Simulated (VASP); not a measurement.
Runs of VASP 6.6.1 on MgO. The structure is that of space group Fm-3m (No. 225), or close to it. The cells are those of the table. 

```csv
task,cell,cutoff (eV),smearing,gap on the mesh (eV),pressure (GPa),relaxed volume (Å³/atom)
relaxation of cell and atoms,"relaxed to 40 GPa from a = 3.008 Å, angles 60.0°, 2 atoms",600,gaussian 0.01 eV,6.42,40.0,-
single point,"a = 3.008 Å, angles 60.0°, 2 atoms",520,gaussian 0.02 eV,4.44,-0.8,-
single point,"a = 2.829 Å, angles 60.0°, 2 atoms",600,gaussian 0.01 eV,6.38,39.1,-
single point,"a = 2.800 Å, angles 60.0°, 2 atoms",600,gaussian 0.01 eV,(a),(b),-
relaxation of cell and atoms,"relaxed from a = 3.008 Å, angles 60.0°, 2 atoms",600,gaussian 0.01 eV,4.51,0.0,9.56
single point,"a = 3.008 Å, angles 60.0°, 2 atoms",520,gaussian 0.01 eV,4.44,-0.8,-
relaxation of cell and atoms,"relaxed from a = 3.020 Å, angles 60.0°, 2 atoms",600,gaussian 0.02 eV,4.51,0.0,9.56
```

Alike in all rows: level PBE; potentials or basis VASP PAW PBE potentials, release 64 (Mg, O); no spin polarisation; k mesh 10 × 10 × 10.

Question: Fill in the values left out.

Answer: (a) 6.76; (b) 49.3.

Caveats: the cell stands under pressure (at least some runs); the cell is relaxed towards a set pressure, so the run minimises the enthalpy, not the energy (at least some runs); the volume moved by over 15 % at a fixed basis, so the end points are rough (at least some runs).

